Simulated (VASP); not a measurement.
# Sn (Im-3m) in VASP: density of states with PBE

Aim: the density of states of Sn with PBE.

Everything below comes from runs of VASP 6.6.1. Logs are shortened: lines on timing, memory, paths and dates and some standing lists are left out, and cuts for length are marked.

### 1 The cell of the first run

It takes space group Im-3m (No. 229, cubic). Conventional cell: a = 3.816 Å, b = 3.816 Å, c = 3.816 Å, α = 90.00°, β = 90.00°, γ = 90.00°. Sn (site symmetry m-3m) has 14 Sn at 3.30 to 3.82 Å within 4.3 Å.

### 2 Density of states, PBE, non-collinear spin, zero start, spin-orbit coupling

Input file POSCAR:

```
Sn
1.0
   -1.9081012531      1.9081012531      1.9081012531
    1.9081012531     -1.9081012531      1.9081012531
    1.9081012531      1.9081012531     -1.9081012531
Sn
1
Direct
    0.0000000000      0.0000000000      0.0000000000
```

Input file INCAR.step1:

```
  ALGO = Normal
  EDIFF = 1E-6
  ENCUT = 520
  GGA = PE
  GGA_COMPAT = F
  ISIF = 2
  ISMEAR = 0
  LASPH = T
  LCHARG = T
  LNONCOLLINEAR = T
  LORBMOM = T
  LREAL = F
  LSORBIT = T
  LWAVE = F
  MAGMOM = 0 0 0
  NBANDS = 25
  NELM = 150
  PREC = Accurate
  SIGMA = 0.05
```

Input file KPOINTS.step1:

```
k-points
0
Gamma
  16 16 16
```

Input file INCAR.step2:

```
  ALGO = Normal
  EDIFF = 1E-6
  ENCUT = 520
  GGA = PE
  GGA_COMPAT = F
  ICHARG = 11
  ISIF = 2
  ISMEAR = -5
  LASPH = T
  LCHARG = F
  LNONCOLLINEAR = T
  LORBIT = 11
  LORBMOM = T
  LREAL = F
  LSORBIT = T
  LWAVE = F
  MAGMOM = 0 0 0
  NEDOS = 1001
  NELM = 150
  PREC = Accurate
  SIGMA = 0.05
```

Input file KPOINTS.step2:

```
k-points
0
Gamma
  24 24 24
```

Potentials or basis: VASP PAW PBE potentials, release 64 (Sn_d).

Run with:

```console
$ cat potpaw_PBE.64/Sn_d/POTCAR > POTCAR
$ cp INCAR.step1 INCAR
$ cp KPOINTS.step1 KPOINTS
$ mpirun -np 1 vasp_ncl > vasp.out
$ cp INCAR.step2 INCAR
$ cp KPOINTS.step2 KPOINTS
$ mpirun -np 1 vasp_ncl > vasp.out
```

OUTCAR:

```text
EDIFF = 1E-6
   ENCUT = 520
   GGA = PE
   ICHARG = 11
   ISIF = 2
   ISMEAR = -5
   LASPH = T
   LNONCOLLINEAR = T
   LORBIT = 11
   LREAL = F
   LSORBIT = T
   NELM = 150
   PREC = Accurate

 ion  position               nearest neighbor table
   1  0.000  0.000  0.000-

  LATTYP: Found a body centered cubic cell.
 ALAT       =     3.8162025062

  Lattice vectors:

 A1 = (  -1.9081012531,   1.9081012531,   1.9081012531)
 A2 = (   1.9081012531,  -1.9081012531,   1.9081012531)
 A3 = (   1.9081012531,   1.9081012531,  -1.9081012531)

Analysis of symmetry for initial positions (statically):
=====================================================================
 Subroutine PRICEL returns:
 Original cell was already a primitive cell.

 Routine SETGRP: Setting up the symmetry group for a
 body centered cubic supercell.

 Subroutine GETGRP returns: Found 48 space group operations
[... 9 lines left out ...]

 Routine SETGRP: Setting up the symmetry group for a
 body centered cubic supercell.

 Subroutine GETGRP returns: Found 48 space group operations
 (whereof 48 operations were pure point group operations)
 out of a pool of 48 trial point group operations.

The dynamic configuration has the point symmetry O_h .

Analysis of structural, dynamic, and magnetic symmetry:
=====================================================================
 Subroutine PRICEL returns:
 Original cell was already a primitive cell.

 Routine SETGRP: Setting up the symmetry group for a
 body centered cubic supercell.

 Subroutine GETGRP returns: Found 48 space group operations
 (whereof 48 operations were pure point group operations)
 out of a pool of 48 trial point group operations.

The overall configuration has the point symmetry O_h .

 Subroutine INISYM returns: Found 48 space group operations
[... 5 lines left out ...]
                                     Primitive cell

  volume of cell :      27.7884

  direct lattice vectors                    reciprocal lattice vectors
    -1.908101253  1.908101253  1.908101253     0.000000000  0.262040601  0.262040601
     1.908101253 -1.908101253  1.908101253     0.262040601  0.000000000  0.262040601
     1.908101253  1.908101253 -1.908101253     0.262040601  0.262040601  0.000000000

  length of vectors
     3.304928316  3.304928316  3.304928316     0.370581372  0.370581372  0.370581372

  position of ions in fractional coordinates (direct lattice)
     0.000000000  0.000000000  0.000000000

  ion indices of the primitive-cell ions
   primitive index   ion index
                 1           1

----------------------------------------------------------------------------------------

 KPOINTS: k-points

Automatic generation of k-mesh.
 Grid dimensions read from file:
 generate k-points for:   24   24   24

 Generating k-lattice:

  Cartesian coordinates                     Fractional coordinates (reciprocal lattice)
     0.000000000  0.010918358  0.010918358     0.041666667  0.000000000  0.000000000
     0.010918358  0.000000000  0.010918358     0.000000000  0.041666667  0.000000000
     0.010918358  0.010918358  0.000000000     0.000000000  0.000000000  0.041666667

  Length of vectors
     0.015440891  0.015440891  0.015440891

  Shift w.r.t. Gamma in fractional coordinates (k-lattice)
     0.000000000  0.000000000  0.000000000

 TETIRR: Found  16469 inequivalent tetrahedra from    82944

 Subroutine IBZKPT returns following result:
 ===========================================

 Found    413 irreducible k-points:

 Following reciprocal coordinates:
            Coordinates               Weight
  0.000000  0.000000  0.000000      1.000000
  0.041667  0.000000  0.000000     12.000000
  0.083333  0.000000  0.000000     12.000000
  0.125000  0.000000  0.000000     12.000000
  0.166667  0.000000  0.000000     12.000000
  0.208333  0.000000  0.000000     12.000000
[... 16 lines left out ...]
  0.416667  0.041667  0.000000     48.000000
  0.458333  0.041667  0.000000     48.000000
 [... further k-points ...]
   k-points           NKPTS =    413   k-points in BZ     NKDIM =    413   number of bands    NBANDS=     22
   number of dos      NEDOS =   1001   number of ions     NIONS =      1
   total plane-waves  NPLWV =  21952
   dimension x,y,z NGX =    28 NGY =   28 NGZ =   28
   dimension x,y,z NGXF=    56 NGYF=   56 NGZF=   56
   ions per type =               1
   NGX,Y,Z   is equivalent  to a cutoff of  14.08, 14.08, 14.08 a.u.
   NGXF,Y,Z  is equivalent  to a cutoff of  28.17, 28.17, 28.17 a.u.
 SYSTEM =  unknown system
   PREC   = accura    normal or accurate (medium, high low for compatibility)
   ISTART =      0    job   : 0-new  1-cont  2-samecut
   ICHARG =     11    charge: 1-file 2-atom 10-const
   ISPIN  =      1    spin polarized calculation?
   LNONCOLLINEAR =      T non collinear calculations
   LSORBIT =      T    spin-orbit coupling
   LASPH  =      T    aspherical Exc in radial PAW
   ENCUT  =  520.0 eV  38.22 Ry    6.18 a.u.   6.14  6.14  6.14*2*pi/ulx,y,z
   NELM   =    150;   NELMIN=  2; NELMDL=  0     # of ELM steps
   EDIFF  = 0.1E-05   stopping-criterion for ELM
   LREAL  =      F    real-space projection
   EDIFFG = 0.1E-04   stopping-criterion for IOM
   NSW    =      0    number of steps for IOM
   IBRION =     -1    ionic relax: 0-MD 1-quasi-New 2-CG
   NFREE  =      0    steps in history (QN), initial steepest desc. (CG)
   ISIF   =      2    stress and relaxation
   ISYM   =      2    0-nonsym 1-usesym 2-fastsym
   POTIM  = 0.5000    time-step for ionic-motion
   TEBEG  =    0.0;   TEEND  =   0.0 temperature during run
   PSTRESS=    0.0 pullay stress
   NELECT =      14.0000    total number of electrons
   NUPDOWN=      -1.0000    fix difference up-down
   EMIN   =  10.00;   EMAX   =-10.00  energy-range for DOS
   EFERMI =   0.00;   METHOD = LEGACY
   ISMEAR =    -5;   SIGMA  =   0.05  broadening in eV -4-tet -1-fermi 0-gaus
   EFERMI_NEDOS =   21; number of points for ismear=-14 and -15
   IALGO  =     38    algorithm
   IMIX   =      4    mixing-type and parameters
     AMIX     =   0.40;   BMIX     =  1.00
     AMIX_MAG =   1.60;   BMIX_MAG =  1.00
  volume/ion in A,a.u.               =      27.79       187.53
  Fermi-wavevector in a.u.,A,eV,Ry     =   1.302655  2.461661 23.087865  1.696910
  Thomas-Fermi vector in A             =   2.433709
   LORBIT       =     11    0 simple, 1 ext, 2 COOP (PROOUT), +10 PAW based schemes
   GGA     = PE    functional components
   LHFCALC =     F    Hartree Fock is set to
   AEXX    =    0.0000 exact exchange contribution
   IVDW    =     0    specifies the selected vdW correction
   LEPSILON=     F    determine dielectric tensor
   LRPA    =     F    only Hartree local field effects (RPA)
 Fermi weights with tetrahedron method with Bloechl corrections
  energy-cutoff  :      520.00
  volume of cell :       27.79
 maximum number of plane-waves:      1534
 NGX is ok and might be reduce to    28

 number of electron      13.9999997 magnetization      -0.0000000      0.0000000     -0.0000000

 Free energy of the ion-electron system (eV)
  ---------------------------------------------------
  ext. energy  EPLUGINS =         0.00000000
  ---------------------------------------------------
  free energy    TOTEN  =        -3.82794524 eV

  energy without entropy =       -3.82794524  energy(sigma->0) =       -3.82794524

 E-fermi :   7.8201     XC(G=0): -10.2616

 val. band max:        7.8182885449   @ k =  -0.4167   0.4167   0.4167
 cond. band min:       7.7043180678   @ k =   0.2083   0.2083   0.2083
 fundamental gap:     -0.1139704771
 Fermi energy:         7.8201102750

 k-point     1 :       0.0000    0.0000    0.0000
  band No.  band energies     occupation
      1     -14.2844      1.00000
      2     -14.2844      1.00000
      3     -14.2844      1.00000
      4     -14.2844      1.00000
      5     -13.3022      1.00000
      6     -13.3022      1.00000
[... 14 lines left out ...]
     21      19.8965      0.00000
     22      19.8968      0.00000

 k-point     2 :       0.0417    0.0000    0.0000
  band No.  band energies     occupation
      1     -14.2842      1.00000
      2     -14.2842      1.00000
      3     -14.2833      1.00000
      4     -14.2833      1.00000
      5     -13.3008      1.00000
      6     -13.3008      1.00000
[... 14 lines left out ...]
     21      19.4283      0.00000
     22      19.4287      0.00000

 k-point     3 :       0.0833    0.0000    0.0000
  band No.  band energies     occupation
      1     -14.2837      1.00000
      2     -14.2837      1.00000
      3     -14.2802      1.00000
      4     -14.2802      1.00000
      5     -13.2969      1.00000
      6     -13.2969      1.00000
[... 14 lines left out ...]
     21      18.8369      0.00000
     22      18.8370      0.00000

 k-point     4 :       0.1250    0.0000    0.0000
  band No.  band energies     occupation
      1     -14.2828      1.00000
      2     -14.2828      1.00000
      3     -14.2753      1.00000
      4     -14.2753      1.00000
      5     -13.2909      1.00000
      6     -13.2909      1.00000
[... 14 lines left out ...]
     21      18.2939      0.00000
     22      18.2939      0.00000

 k-point     5 :       0.1667    0.0000    0.0000
  band No.  band energies     occupation
      1     -14.2818      1.00000
      2     -14.2818      1.00000
      3     -14.2692      1.00000
      4     -14.2692      1.00000
      5     -13.2834      1.00000
      6     -13.2834      1.00000
[... 417 lines left out ...]
 k-point    22 :       0.3750    0.0417   -0.0000
  band No.  band energies     occupation
      1     -14.2773      1.00000
      2     -14.2773      1.00000
      3     -14.2375      1.00000
      4     -14.2375      1.00000
      5     -13.2686      1.00000
      6     -13.2686      1.00000
[... 14 lines left out ...]
     21      16.5502      0.00000
     22      16.5502      0.00000

 k-point    23 :       0.4167    0.0417    0.0000
  band No.  band energies     occupation
      1     -14.2771      1.00000
      2     -14.2771      1.00000
      3     -14.2349      1.00000
      4     -14.2349      1.00000
      5     -13.2705      1.00000
      6     -13.2705      1.00000
[... 14 lines left out ...]
     21      16.4414      0.00000
     22      16.4414      0.00000

 k-point    24 :       0.4583    0.0417    0.0000
  band No.  band energies     occupation
      1     -14.2770      1.00000
      2     -14.2770      1.00000
      3     -14.2336      1.00000
      4     -14.2336      1.00000
      5     -13.2716      1.00000
      6     -13.2716      1.00000
[... 14 lines left out ...]
     21      16.3868      0.00000
     22      16.3868      0.00000

 [... further k-points ...]
[... 5 lines left out ...]
  --------------------------------------------------------------------------------------
  -------------------------------------------------------------------------------------
  Total       -0.1078161     -0.1078161     -0.1078161      0.0000000      0.0000000     -0.0000000
  in kB       -6.2162689     -6.2162689     -6.2162689      0.0000000      0.0000000     -0.0000000
  external PRESSURE =      -6.2162689 kB  Pullay stress =       0.0000000 kB

 VOLUME and BASIS-vectors are now :
 -----------------------------------------------------------------------------
  energy-cutoff  :      520.00
  volume of cell :       27.79
      direct lattice vectors                 reciprocal lattice vectors
    -1.908101253  1.908101253  1.908101253     0.000000000  0.262040601  0.262040601
     1.908101253 -1.908101253  1.908101253     0.262040601  0.000000000  0.262040601
     1.908101253  1.908101253 -1.908101253     0.262040601  0.262040601  0.000000000

 POSITION                                       TOTAL-FORCE (eV/Angst)
 -----------------------------------------------------------------------------------
      0.00000      0.00000      0.00000         0.000000      0.000000      0.000000
 -----------------------------------------------------------------------------------
    total drift:                                0.000000     -0.000000     -0.000000

  FREE ENERGIE OF THE ION-ELECTRON SYSTEM (eV)
  ---------------------------------------------------
  free  energy   TOTEN  =        -3.8279452400 eV

  energy  without entropy=       -3.8279452400  energy(sigma->0) =       -3.82794524

 orbital moment (x)

 # of ion     p       d       tot
 ----------------------------------------
  1         0.000   0.000   0.000
 ----------------------------------------
            0.000   0.000   0.000

 orbital moment (y)

 # of ion     p       d       tot
 ----------------------------------------
  1         0.000   0.000   0.000
 ----------------------------------------
            0.000   0.000   0.000

 orbital moment (z)

 # of ion     p       d       tot
 ----------------------------------------
  1         0.000   0.000   0.000
 ----------------------------------------
            0.000   0.000   0.000

 Spin-Orbit-Coupling matrix elements

 Ion:    1  E_soc:     -0.1101423
 l=   1
     0.0000000    -0.0122174    -0.0122174
    -0.0122174     0.0000000    -0.0122174
    -0.0122174    -0.0122174     0.0000000
 l=   2
     0.0000000    -0.0012220     0.0000000    -0.0012220    -0.0049177
    -0.0012220     0.0000000    -0.0036883    -0.0012220    -0.0012294
     0.0000000    -0.0036883     0.0000000    -0.0036883     0.0000000
    -0.0012220    -0.0012220    -0.0036883     0.0000000    -0.0012294
    -0.0049177    -0.0012294     0.0000000    -0.0012294     0.0000000
 l=   3
     0.0000000     0.0000000     0.0000000     0.0000000     0.0000000     0.0000000     0.0000000
     0.0000000     0.0000000     0.0000000     0.0000000     0.0000000     0.0000000     0.0000000
     0.0000000     0.0000000     0.0000000     0.0000000     0.0000000     0.0000000     0.0000000
     0.0000000     0.0000000     0.0000000     0.0000000     0.0000000     0.0000000     0.0000000
     0.0000000     0.0000000     0.0000000     0.0000000     0.0000000     0.0000000     0.0000000
     0.0000000     0.0000000     0.0000000     0.0000000     0.0000000     0.0000000     0.0000000
     0.0000000     0.0000000     0.0000000     0.0000000     0.0000000     0.0000000     0.0000000

 total charge

# of ion       s       p       d       tot
------------------------------------------
    1        1.293   0.877   9.969  12.138

 magnetization (x)

# of ion       s       p       d       tot
------------------------------------------
    1        0.000   0.000   0.000   0.000

 magnetization (y)

# of ion       s       p       d       tot
------------------------------------------
    1       -0.000   0.000   0.000  -0.000

 magnetization (z)

# of ion       s       p       d       tot
------------------------------------------
    1        0.000   0.000   0.000   0.000
```

Wall time 7.2 min (1 thread of Intel Xeon Platinum 8488C (Sapphire Rapids), shared host); peak memory 0.48 GiB.

Results:

```
Net moment                                            : 0.00 μB per cell
Valence electrons inside the program's atomic spheres : Sn 12.14
```

Moments on the atoms (μB; x, y, z):
```
Sn  0.00 0.00 0.00
```
